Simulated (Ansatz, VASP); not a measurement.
## SiGe in VASP and in Ansatz

Contents of INCAR:

```
ALGO     = Normal         # electronic algorithm
EDIFF    = 1E-6           # SCF threshold, eV
EDIFFG   = -0.008         # ionic threshold
ENCUT    = 520            # plane-wave cutoff, eV
GGA      = PS             # functional
IBRION   = 2              # ionic algorithm
ISIF     = 2              # what is computed and relaxed
ISMEAR   = 0              # smearing method
LASPH    = True           # aspherical terms in the spheres
LCHARG   = False          # write CHGCAR
LREAL    = False          # projectors in reciprocal space
LWAVE    = False          # write WAVECAR
NELM     = 100            # most SCF steps
NSW      = 60             # ionic steps
PREC     = Accurate       # precision mode
SIGMA    = 0.02           # smearing width, eV
```

The input KPOINTS:

```
k-points
0
Gamma
  12 12 6
```

File POSCAR:

```
SiGe
1.0
    3.8615909380      0.0000000000      0.0000000000
   -1.9307954690      3.3442358513      0.0000000000
    0.0000000000      0.0000000000      6.3789588473
Si Ge
2 2
Direct
    0.6666666667      0.3333333333      0.8745463427
    0.3333333333      0.6666666667      0.3745463427
    0.6666666667      0.3333333333      0.5004526573
    0.3333333333      0.6666666667      0.0004526573
```

Input for Ansatz:

```yaml
crystal:
  lattice:
    - [3.861590938, 0.0, 0.0]
    - [-1.930795469, 3.3442358513, 0.0]
    - [0.0, 0.0, 6.3789588473]
  atoms:
    - { symbol: Si, position: [0.6666666667, 0.3333333333, 0.8745463427] }
    - { symbol: Si, position: [0.3333333333, 0.6666666667, 0.3745463427] }
    - { symbol: Ge, position: [0.6666666667, 0.3333333333, 0.5004526573] }
    - { symbol: Ge, position: [0.3333333333, 0.6666666667, 0.0004526573] }
basis:
  ecutwfc: 420
kpoints:
  mp_grid: { grid: [12, 12, 6] }
hamiltonian:
  xc: pbesol
scf:
  occupations: { method: gaussian, width: 0.02 }
output:
  forces: true
  stress: true
  eigenvalues: true
relax:
  adjacent_minimum: "off"
  f_tol: 0.008
  max_steps: 40
```

Change from the starting cell: equal strain along all axes, cell held, atoms relaxed: -1.0 %.

Alike in both runs: task relaxation of the atoms; functional PBEsol; k mesh 12 × 12 × 6; occupations gaussian, width 0.02 eV; no spin polarisation.

```csv
,VASP,Ansatz
version,VASP 6.6.1,Ansatz 0.2.0
potentials or method,"VASP PAW PBE potentials, release 64 (Si, Ge_d), cutoff 520 eV","scalar-relativistic, plane waves, PAW"
valence electrons in the cell,36,36
```

|  | VASP | Ansatz | Ansatz less VASP |
| --- | --- | --- | --- |
| gap on the k mesh at the Fermi level, each at its own relaxed structure (eV) | 0.29 | 0.29 | 0.000 |

VASP's potentials were made for PBE, not for PBEsol. Ansatz's warnings: stress scf threshold loose.
